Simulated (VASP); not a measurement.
# MnF2 (P4_2/mnm) in VASP: notebook, part 2 of 2

VASP 6.6.1.

## 4. Single point, PBE

This run uses another cell than the first one, of 10.74 Å³/atom.

Input file INCAR:

```
SYSTEM = MnF2
PREC = Accurate
ENCUT = 520
EDIFF = 1E-7
ISMEAR = 0
SIGMA = 0.1
LREAL = .False.
LASPH = .True.
NELM = 80
ALGO = Normal
ISIF = 2
LWAVE = .False.
LCHARG = .False.
GGA = PE
NBANDS = 36
```

Input file KPOINTS:

```
regular mesh
0
Gamma
  8 8 14
  0 0 0
```

Input file POSCAR:

```
MnF2
1.0
    4.8789824191      0.0000000000      0.0000000000
    0.0000000000      4.8789824191      0.0000000000
    0.0000000000      0.0000000000      2.7058293687
Mn F
2 4
Direct
    0.0000000000      0.0000000000      0.0000000000
    0.5000000000      0.5000000000      0.5000000000
    0.2877468823      0.2877468823      0.0000000000
    0.2122531177      0.7877468823      0.5000000000
    0.7122531177      0.7122531177      0.0000000000
    0.7877468823      0.2122531177      0.5000000000
```

Potentials or basis: VASP PAW PBE potentials, release 64 (Mn_pv, F).

Run with:

```
cat potpaw_PBE.64/Mn_pv/POTCAR potpaw_PBE.64/F/POTCAR > POTCAR
mpirun -np 1 vasp_std > vasp.out
```

OUTCAR:

```text
SYSTEM = MnF2
   PREC = Accurate
   ENCUT = 520
   EDIFF = 1E-7
   ISMEAR = 0
   LREAL = .False.
   LASPH = .True.
   NELM = 80
   ISIF = 2
   GGA = PE

 ion  position               nearest neighbor table
   1  0.000  0.000  0.000-   3 1.99   5 1.99   4 1.99   6 1.99   4 1.99   6 1.99
   2  0.500  0.500  0.500-   4 1.99   6 1.99   5 1.99   3 1.99   3 1.99   5 1.99
   3  0.288  0.288  0.000-   1 1.99   2 1.99   2 1.99
   4  0.212  0.788  0.500-   2 1.99   1 1.99   1 1.99
   5  0.712  0.712  0.000-   1 1.99   2 1.99   2 1.99
   6  0.788  0.212  0.500-   2 1.99   1 1.99   1 1.99

  LATTYP: Found a simple tetragonal cell.
 ALAT       =     4.8789824191
 C/A-ratio  =     0.5545888745

  Lattice vectors:

 A1 = (   4.8789824191,   0.0000000000,   0.0000000000)
 A2 = (   0.0000000000,   4.8789824191,   0.0000000000)
 A3 = (   0.0000000000,   0.0000000000,   2.7058293687)

Analysis of symmetry for initial positions (statically):
=====================================================================
 Subroutine PRICEL returns:
 Original cell was already a primitive cell.

 Routine SETGRP: Setting up the symmetry group for a
 simple tetragonal supercell.

 Subroutine GETGRP returns: Found 16 space group operations
 (whereof  8 operations were pure point group operations)
 out of a pool of 16 trial point group operations.

The static configuration has the point symmetry D_2h.
 The point group associated with its full space group is D_4h.

Analysis of symmetry for dynamics (positions and initial velocities):
=====================================================================
 Subroutine PRICEL returns:
 Original cell was already a primitive cell.

 Routine SETGRP: Setting up the symmetry group for a
 simple tetragonal supercell.

 Subroutine GETGRP returns: Found 16 space group operations
 (whereof  8 operations were pure point group operations)
 out of a pool of 16 trial point group operations.

The dynamic configuration has the point symmetry D_2h.
 The point group associated with its full space group is D_4h.

 Subroutine INISYM returns: Found 16 space group operations
 (whereof  8 operations are pure point group operations),
 and found     1 'primitive' translations

----------------------------------------------------------------------------------------

                                     Primitive cell

  volume of cell :      64.4108

  direct lattice vectors                    reciprocal lattice vectors
     4.878982419  0.000000000  0.000000000     0.204960771  0.000000000  0.000000000
     0.000000000  4.878982419  0.000000000     0.000000000  0.204960771  0.000000000
     0.000000000  0.000000000  2.705829369     0.000000000  0.000000000  0.369572454

  length of vectors
     4.878982419  4.878982419  2.705829369     0.204960771  0.204960771  0.369572454

  position of ions in fractional coordinates (direct lattice)
     0.000000000  0.000000000  0.000000000
     0.500000000  0.500000000  0.500000000
     0.287746882  0.287746882  0.000000000
     0.212253118  0.787746882  0.500000000
[... 34 lines left out ...]
 ===========================================

 Found    120 irreducible k-points:

 Following reciprocal coordinates:
            Coordinates               Weight
  0.000000  0.000000  0.000000      1.000000
  0.125000  0.000000  0.000000      4.000000
  0.250000  0.000000  0.000000      4.000000
  0.375000  0.000000  0.000000      4.000000
  0.500000  0.000000  0.000000      2.000000
  0.125000  0.125000  0.000000      4.000000
[... 16 lines left out ...]
  0.375000  0.125000  0.071429     16.000000
  0.500000  0.125000  0.071429      8.000000
 [... further k-points ...]
   k-points           NKPTS =    120   k-points in BZ     NKDIM =    120   number of bands    NBANDS=     36
   number of dos      NEDOS =    301   number of ions     NIONS =      6
   total plane-waves  NPLWV =  25920
   dimension x,y,z NGX =    36 NGY =   36 NGZ =   20
   dimension x,y,z NGXF=    72 NGYF=   72 NGZF=   40
   ions per type =               2   4
   NGX,Y,Z   is equivalent  to a cutoff of  12.27, 12.27, 12.29 a.u.
   NGXF,Y,Z  is equivalent  to a cutoff of  24.53, 24.53, 24.58 a.u.
 SYSTEM =  MnF2
   PREC   = accura    normal or accurate (medium, high low for compatibility)
   ISTART =      0    job   : 0-new  1-cont  2-samecut
   ICHARG =      2    charge: 1-file 2-atom 10-const
   ISPIN  =      1    spin polarized calculation?
   LNONCOLLINEAR =      F non collinear calculations
   LSORBIT =      F    spin-orbit coupling
   LASPH  =      T    aspherical Exc in radial PAW
   ENCUT  =  520.0 eV  38.22 Ry    6.18 a.u.   9.07  9.07  5.03*2*pi/ulx,y,z
   NELM   =     80;   NELMIN=  2; NELMDL= -5     # of ELM steps
   EDIFF  = 0.1E-06   stopping-criterion for ELM
   LREAL  =      F    real-space projection
   EDIFFG = 0.1E-05   stopping-criterion for IOM
   NSW    =      0    number of steps for IOM
   IBRION =     -1    ionic relax: 0-MD 1-quasi-New 2-CG
   NFREE  =      0    steps in history (QN), initial steepest desc. (CG)
   ISIF   =      2    stress and relaxation
   ISYM   =      2    0-nonsym 1-usesym 2-fastsym
   POTIM  = 0.5000    time-step for ionic-motion
   TEBEG  =    0.0;   TEEND  =   0.0 temperature during run
   PSTRESS=    0.0 pullay stress
   NELECT =      54.0000    total number of electrons
   NUPDOWN=      -1.0000    fix difference up-down
   EMIN   =  10.00;   EMAX   =-10.00  energy-range for DOS
   EFERMI =   0.00;   METHOD = LEGACY
   ISMEAR =     0;   SIGMA  =   0.10  broadening in eV -4-tet -1-fermi 0-gaus
   EFERMI_NEDOS =   21; number of points for ismear=-14 and -15
   IALGO  =     38    algorithm
   IMIX   =      4    mixing-type and parameters
     AMIX     =   0.40;   BMIX     =  1.00
     AMIX_MAG =   1.60;   BMIX_MAG =  1.00
  volume/ion in A,a.u.               =      10.74        72.44
  Fermi-wavevector in a.u.,A,eV,Ry     =   1.543665  2.917104 32.421353  2.382902
  Thomas-Fermi vector in A             =   2.649296
   LORBIT       =      0    0 simple, 1 ext, 2 COOP (PROOUT), +10 PAW based schemes
   GGA     = PE    functional components
   LHFCALC =     F    Hartree Fock is set to
   AEXX    =    0.0000 exact exchange contribution
   IVDW    =     0    specifies the selected vdW correction
   LEPSILON=     F    determine dielectric tensor
   LRPA    =     F    only Hartree local field effects (RPA)
 non-spin polarized calculation
 Gauss-broadening in eV      SIGMA  =   0.10
  energy-cutoff  :      520.00
  volume of cell :       64.41
 maximum number of plane-waves:      1764
   NGX = 19   NGY = 19   NGZ = 11

 number of electron      54.0000054 magnetization

 Free energy of the ion-electron system (eV)
  ---------------------------------------------------
  ext. energy  EPLUGINS =         0.00000000
  ---------------------------------------------------
  free energy    TOTEN  =       -34.35950503 eV

  energy without entropy =      -34.31404998  energy(sigma->0) =      -34.33677751

 E-fermi :   5.2873     XC(G=0): -10.8986

 val. band max:        5.2855509170   @ k =   0.3750   0.0000   0.0714
 cond. band min:       5.2900559825   @ k =   0.5000   0.0000   0.1429
 fundamental gap:      0.0045050655
 Fermi energy:         5.2872864843

 k-point     1 :       0.0000    0.0000    0.0000
  band No.  band energies     occupation
      1     -43.1838      2.00000
      2     -43.1838      2.00000
      3     -42.9375      2.00000
      4     -42.9348      2.00000
      5     -42.7611      2.00000
      6     -42.7611      2.00000
[... 925 lines left out ...]
     35      14.2599      0.00000
     36      14.2599      0.00000

 [... further k-points ...]

------------------------ aborting loop because EDIFF is reached ----------------------------------------

  FORCE on cell =-STRESS in cart. coord.  units (eV):
  Direction    XX          YY          ZZ          XY          YZ          ZX
  --------------------------------------------------------------------------------------
  -------------------------------------------------------------------------------------
  Total        0.1543821      0.1543821      0.2772817      0.0000000      0.0000000      0.0000000
  in kB        3.8401541      3.8401541      6.8972007      0.0000000      0.0000000      0.0000000
  external PRESSURE =       4.8591696 kB  Pullay stress =       0.0000000 kB

 VOLUME and BASIS-vectors are now :
 -----------------------------------------------------------------------------
  energy-cutoff  :      520.00
  volume of cell :       64.41
      direct lattice vectors                 reciprocal lattice vectors
     4.878982419  0.000000000  0.000000000     0.204960771  0.000000000  0.000000000
     0.000000000  4.878982419  0.000000000     0.000000000  0.204960771  0.000000000
     0.000000000  0.000000000  2.705829369     0.000000000  0.000000000  0.369572454

 POSITION                                       TOTAL-FORCE (eV/Angst)
 -----------------------------------------------------------------------------------
      0.00000      0.00000      0.00000         0.000000      0.000000      0.000000
      2.43949      2.43949      1.35291         0.000000      0.000000      0.000000
      1.40391      1.40391      0.00000        -0.018785     -0.018785     -0.000000
      1.03558      3.84340      1.35291         0.018785     -0.018785      0.000000
      3.47507      3.47507      0.00000         0.018785      0.018785      0.000000
      3.84340      1.03558      1.35291        -0.018785      0.018785      0.000000
 -----------------------------------------------------------------------------------
    total drift:                               -0.000000      0.000000      0.000000

  FREE ENERGIE OF THE ION-ELECTRON SYSTEM (eV)
  ---------------------------------------------------
  free  energy   TOTEN  =       -34.3595050300 eV

  energy  without entropy=      -34.3140499843  energy(sigma->0) =      -34.33677751
```

stdout:

```text
POSCAR found type information on POSCAR MnF
 POSCAR found :  2 types and       6 ions
 scaLAPACK will be used
 LDA part: xc-table for (Slater+PW92), standard interpolation
 POSCAR, INCAR and KPOINTS ok, starting setup
 FFT: planning ... GRIDC
 FFT: planning ... GRID_SOFT
 FFT: planning ... GRID
 WAVECAR not read
 entering main loop
```

Wall time 1.7 min (1 thread of Intel Xeon Platinum 8488C (Sapphire Rapids), shared host); peak memory 0.32 GiB.

Results:

- Free energy: -34.3595 eV
- Pressure: 0.5 GPa
- Largest force: 0.027 eV/Å
- Band gap on the k mesh: zero (bands 27 and 28 overlap by 0.73 eV)

Forces in eV/Å, atoms in the order of the input:
```
Mn   0.000  0.000  0.000
Mn   0.000  0.000  0.000
F   -0.019 -0.019  0.000
F    0.019 -0.019  0.000
F    0.019  0.019  0.000
F   -0.019  0.019  0.000
```

Caveat: the run has no spin polarisation, though such a crystal can be magnetic; semilocal functionals often make such compounds metallic where correlation or magnetic order opens a gap, which also shifts bond lengths. With open d or f shells a metallic result of PBE can be an artefact of self-interaction; +U or a hybrid may open a gap.

## 5. Relaxation of cell and atoms, PBE

This run uses another cell than the first one, of 13.11 Å³/atom.

Input file INCAR:

```
  ALGO = Normal
  EDIFF = 1E-7
  EDIFFG = -0.05
  ENCUT = 600
  GGA = PE
  IBRION = 2
  ISIF = 3
  ISMEAR = 0
  LASPH = T
  LCHARG = F
  LREAL = F
  LWAVE = F
  NELM = 60
  NSW = 100
  PREC = Accurate
  SIGMA = 0.1
```

Input file KPOINTS:

```
k-points
0
Gamma
  4 4 6
```

Input file POSCAR:

```
MnF2
1.0
    4.8738000000      0.0000000000      0.0000000000
    0.0000000000      4.8738000000      0.0000000000
    0.0000000000      0.0000000000      3.3107000000
Mn F
2 4
Direct
    0.0000000000      0.0000000000      0.0000000000
    0.5000000000      0.5000000000      0.5000000000
    0.3053000000      0.3053000000      0.0000000000
    0.1947000000      0.8053000000      0.5000000000
    0.6947000000      0.6947000000      0.0000000000
    0.8053000000      0.1947000000      0.5000000000
```

Run with:

```
cat potpaw_PBE.64/Mn_pv/POTCAR potpaw_PBE.64/F/POTCAR > POTCAR
mpirun -np 1 vasp_std > vasp.out
```

Run time: 2.4 min. Hardware: 1 thread of Intel Xeon Platinum 8488C (Sapphire Rapids), shared host; peak memory 0.24 GiB.

Results (log left out):

```
Free energy                           : -34.2849 eV
Relaxed volume                        : 10.88 Å³/atom
Relaxed cell                          : a = 4.596 Å, b = 4.596 Å, c = 3.089 Å, α = 90.00°, β = 90.00°, γ = 90.00°
Space group after relaxing (to 0.1 Å) : P4_2/mnm (No. 136)
Energy gained by relaxing             : 133.2 meV/atom
Ionic steps                           : 5
Pressure after relaxing               : 0.2 GPa
Largest force after relaxing          : 0.025 eV/Å
Band gap on the k mesh                : zero (bands 27 and 28 overlap by 0.27 eV)
```

Forces on the atoms (eV/Å):
```
Mn   0.000  0.000  0.000
Mn   0.000  0.000  0.000
F   -0.018 -0.018  0.000
F    0.018 -0.018  0.000
F    0.018  0.018  0.000
F   -0.018  0.018  0.000
```

Stress tensor (GPa, compression positive):
```
 0.47  0.00  0.00
 0.00  0.47  0.00
 0.00  0.00 -0.45
```

Step by step:
| step | energy change (eV) | largest force (eV/Å) | pressure (GPa) | volume (Å³) |
| --- | --- | --- | --- | --- |
| 1 | 0.0000 | 0.0322 | -15.88 | 78.64 |
| 2 | -0.7784 | 0.3829 | 1.79 | 64.76 |
| 3 | -0.7839 | 0.3366 | -0.10 | 65.63 |
| 4 | -0.7988 | 0.0879 | 0.08 | 65.34 |
| 5 | -0.7994 | 0.0253 | 0.16 | 65.27 |

Final structure:
```
Mn F
1.0
     4.59637    0.00000    0.00000
     0.00000    4.59637    0.00000
     0.00000    0.00000    3.08929
Mn F
2 4
Direct
  0.00000 0.00000 0.00000
  0.50000 0.50000 0.50000
  0.30247 0.30247 0.00000
  0.19753 0.80247 0.50000
  0.69753 0.69753 0.00000
  0.80247 0.19753 0.50000
```

Levels at points of the mesh, in eV from the Fermi level:
| k point | band 23 | band 24 | band 25 | band 26 | band 27 | band 28 | band 29 | band 30 | band 31 | band 32 |
| --- | --- | --- | --- | --- | --- | --- | --- | --- | --- | --- |
| (0.00, 0.00, 0.00) | -0.72 | -0.64 | -0.46 | -0.35 | -0.35 | 0.42 | 0.42 | 1.60 | 1.60 | 2.06 |
| (0.50, 0.00, 0.00) | -0.50 | -0.50 | -0.17 | -0.17 | -0.04 | -0.04 | 1.28 | 1.28 | 1.43 | 1.43 |
| (0.50, 0.50, 0.00) | -0.71 | -0.71 | -0.33 | -0.33 | -0.01 | -0.01 | 1.06 | 1.06 | 1.59 | 1.59 |
| (0.00, 0.00, 0.50) | -0.29 | -0.29 | -0.13 | -0.13 | -0.07 | -0.07 | 1.07 | 1.07 | 1.18 | 1.18 |
| (0.50, 0.00, 0.50) | -0.70 | -0.70 | -0.04 | -0.04 | 0.08 | 0.08 | 0.64 | 0.64 | 1.87 | 1.87 |
| (0.50, 0.50, 0.50) | -0.39 | -0.39 | -0.21 | -0.21 | -0.02 | -0.02 | 1.03 | 1.03 | 1.33 | 1.33 |

Caveat: the volume moved by over 15 % at a fixed basis, so the end points are rough; the run has no spin polarisation, though such a crystal can be magnetic; semilocal functionals often make such compounds metallic where correlation or magnetic order opens a gap, which also shifts bond lengths; the relaxation stopped at a loose force limit of 0.05 eV/Å, so its end isn't a converged minimum.

## 6. Relaxation of cell and atoms, PBE

Input file INCAR:

```
PREC = Accurate
ENCUT = 600
EDIFF = 1E-7
ISMEAR = 0
SIGMA = 0.1
LREAL = False
LASPH = True
NELM = 100
ALGO = Normal
ISIF = 3
LWAVE = False
LCHARG = False
GGA = PE
IBRION = 2
NSW = 100
EDIFFG = -0.002
```

Input file KPOINTS:

```
regular mesh
0
Gamma
  8 8 14
```

Input file POSCAR:

```
MnF2
1.0
    4.8619734777      0.0000000000      0.0000000000
    0.0000000000      4.8619734777      0.0000000000
    0.0000000000      0.0000000000      2.7325969992
Mn F
2 4
Direct
    0.0000000000      0.0000000000      0.0000000000
    0.5000000000      0.5000000000      0.5000000000
    0.2883425671      0.2883425671      0.0000000000
    0.2116574329      0.7883425671      0.5000000000
    0.7116574329      0.7116574329      0.0000000000
    0.7883425671      0.2116574329      0.5000000000
```

Potentials or basis: VASP PAW PBE potentials, release 64 (Mn_pv, F).

Run with:

```
cat potpaw_PBE.64/Mn_pv/POTCAR potpaw_PBE.64/F/POTCAR > POTCAR
mpirun -np 1 vasp_std > vasp.out
```

Wall time 12 min (1 thread of Intel Xeon Platinum 8488C (Sapphire Rapids), shared host); peak memory 0.36 GiB.

Results (log left out):

```yaml
Free_energy: -34.3682 eV
Relaxed_volume: 10.76 Å³/atom
Relaxed_cell: a = 4.880 Å, b = 4.880 Å, c = 2.711 Å, α = 90.00°, β = 90.00°, γ = 90.00°
Space_group_after_relaxing_to_0.1_Å: P4_2/mnm (No. 136)
Energy_gained_by_relaxing: 0.3 meV/atom
Ionic_steps: 8
Pressure_after_relaxing: 0.0 GPa
Band_gap_on_the_k_mesh: zero (bands 27 and 28 overlap by 0.72 eV)
```

The path:
| step | energy change (eV) | largest force (eV/Å) | pressure (GPa) | volume (Å³) |
| --- | --- | --- | --- | --- |
| 1 | 0.0000 | 0.0129 | 0.14 | 64.60 |
| 2 | -0.0007 | 0.0146 | -0.08 | 64.68 |
| 3 | -0.0011 | 0.0161 | -0.35 | 64.79 |
| 4 | -0.0015 | 0.0201 | -0.01 | 64.61 |
| 5 | -0.0015 | 0.0209 | 0.03 | 64.58 |
| 6 | -0.0015 | 0.0224 | 0.16 | 64.51 |
| 7 | -0.0015 | 0.0213 | 0.08 | 64.56 |
| 8 | -0.0016 | 0.0017 | 0.01 | 64.56 |

Final structure:
```cif
data_structure
_symmetry_space_group_name_H-M 'P 1'
_symmetry_Int_Tables_number 1
_cell_length_a 4.8798
_cell_length_b 4.8798
_cell_length_c 2.7113
_cell_angle_alpha 90.000
_cell_angle_beta 90.000
_cell_angle_gamma 90.000
_cell_volume 64.56
loop_
_atom_site_label
_atom_site_type_symbol
_atom_site_fract_x
_atom_site_fract_y
_atom_site_fract_z
_atom_site_occupancy
Mn1 Mn 0.00000 0.00000 0.00000 1
Mn2 Mn 0.50000 0.50000 0.50000 1
F1 F 0.28767 0.28767 0.00000 1
F2 F 0.21233 0.78767 0.50000 1
F3 F 0.71233 0.71233 0.00000 1
F4 F 0.78767 0.21233 0.50000 1
```

Levels at points of the mesh, in eV from the Fermi level:
| k point | band 23 | band 24 | band 25 | band 26 | band 27 | band 28 | band 29 | band 30 | band 31 | band 32 |
| --- | --- | --- | --- | --- | --- | --- | --- | --- | --- | --- |
| (0.00, 0.00, 0.00) | -1.83 | -1.72 | -0.69 | -0.16 | -0.16 | 0.28 | 0.39 | 1.07 | 1.07 | 2.02 |
| (0.50, 0.00, 0.00) | -1.60 | -1.60 | -0.13 | -0.13 | 0.06 | 0.06 | 0.87 | 0.87 | 1.07 | 1.07 |
| (0.50, 0.50, 0.00) | -1.78 | -1.78 | -0.15 | -0.15 | -0.06 | -0.06 | 0.83 | 0.83 | 1.06 | 1.06 |
| (0.00, 0.00, 0.50) | -0.59 | -0.59 | -0.42 | -0.42 | 0.39 | 0.39 | 1.05 | 1.05 | 1.08 | 1.08 |
| (0.50, 0.00, 0.50) | -1.01 | -1.01 | -0.24 | -0.24 | 0.33 | 0.33 | 0.46 | 0.46 | 2.01 | 2.01 |
| (0.50, 0.50, 0.50) | -0.71 | -0.71 | -0.49 | -0.49 | 0.39 | 0.39 | 1.05 | 1.05 | 1.29 | 1.29 |

Caveat: the run has no spin polarisation, though such a crystal can be magnetic; semilocal functionals often make such compounds metallic where correlation or magnetic order opens a gap, which also shifts bond lengths. With open d or f shells a metallic result of PBE can be an artefact of self-interaction; +U or a hybrid may open a gap.

## 7. Overview

| task | cell | k mesh | cutoff (eV) | gap on the mesh (eV) | pressure (GPa) | relaxed volume (Å³/atom) | largest force (eV/Å) |
| --- | --- | --- | --- | --- | --- | --- | --- |
| single point | a = 4.862, b = 4.862, c = 2.733 Å, 6 atoms, atomic positions A | 4 × 4 × 6 | 520 | none | 0.5 | - | 0.03 |
| single point | a = 4.874, b = 4.874, c = 3.311 Å, 6 atoms, atomic positions B | 4 × 4 × 6 | 520 | none | -15.8 | - | 0.03 |
| single point | a = 4.879, b = 4.879, c = 2.706 Å, 6 atoms, atomic positions C | 8 × 8 × 14 | 520 | none | 0.5 | - | 0.03 |
| relaxation of cell and atoms | relaxed from a = 4.874, b = 4.874, c = 3.311 Å, 6 atoms, atomic positions B | 4 × 4 × 6 | 600 | none | 0.2 | 10.88 | 0.03 |
| relaxation of cell and atoms | relaxed from a = 4.862, b = 4.862, c = 2.733 Å, 6 atoms, atomic positions A | 8 × 8 × 14 | 600 | none | 0.0 | 10.76 | - |

Alike in all rows: level PBE; potentials or basis VASP PAW PBE potentials, release 64 (Mn_pv, F); no spin polarisation; smearing gaussian 0.1 eV.

Caveats: some runs use coarse meshes; the run has no spin polarisation, though such a crystal can be magnetic; semilocal functionals often make such compounds metallic where correlation or magnetic order opens a gap, which also shifts bond lengths; the cell stands under tension (at least some runs); the volume moved by over 15 % at a fixed basis, so the end points are rough (at least some runs); the relaxation stopped at a loose force limit of 0.05 eV/Å, so its end isn't a converged minimum (at least some runs).

Total energies depend on the potentials used, so only differences within one code and one set of settings carry meaning.

The gap in the log of VASP goes by the Fermi energy; the results here count the filled bands.